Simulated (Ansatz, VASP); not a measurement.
## One calculation of Ta2N, two programs

```xyz
3
Lattice="3.1129 0.0000 0.0000 -1.5564 2.6958 0.0000 0.0000 0.0000 4.8698" Properties=species:S:1:pos:R:3 pbc="T T T"
Ta    0.0000    1.7972    1.2404
Ta    1.5564    0.8986    3.6294
N     0.0000    0.0000    0.0000
```

Alike in both runs: task relaxation of cell and atoms; functional revPBE; k mesh 10 × 10 × 6; occupations fermi-dirac, width 0.05 eV; no spin polarisation.

```csv
,VASP,Ansatz
version,VASP 6.6.1,Ansatz 0.2.0
potentials or method,"VASP PAW PBE potentials, release 64 (Ta_pv, N)",Ansatz PAW
plane-wave cutoff (eV),600,420
valence electrons in the cell,27,31
```

```csv
,VASP,Ansatz,Ansatz less VASP
"gap on the k mesh at the Fermi level, each at its own relaxed structure (eV)",none,none,-
relaxed volume (Å³/atom),13.70,13.69,-0.019
relaxed cell length with the largest relative difference (Å),4.912,4.909,-0.0031
```

VASP's potentials were made for PBE, not for revPBE. A gap of «none» marks a metal or a gap that the smearing closes. VASP's potentials hold 27 valence electrons a cell and Ansatz's 31, so a difference there can come from the potentials and not from the codes.

Neither program's run includes spin-orbit coupling. Noted on Ansatz's run: the plane-wave basis is chosen anew once the cell has moved, so the energies of steps on either side of that aren't comparable.
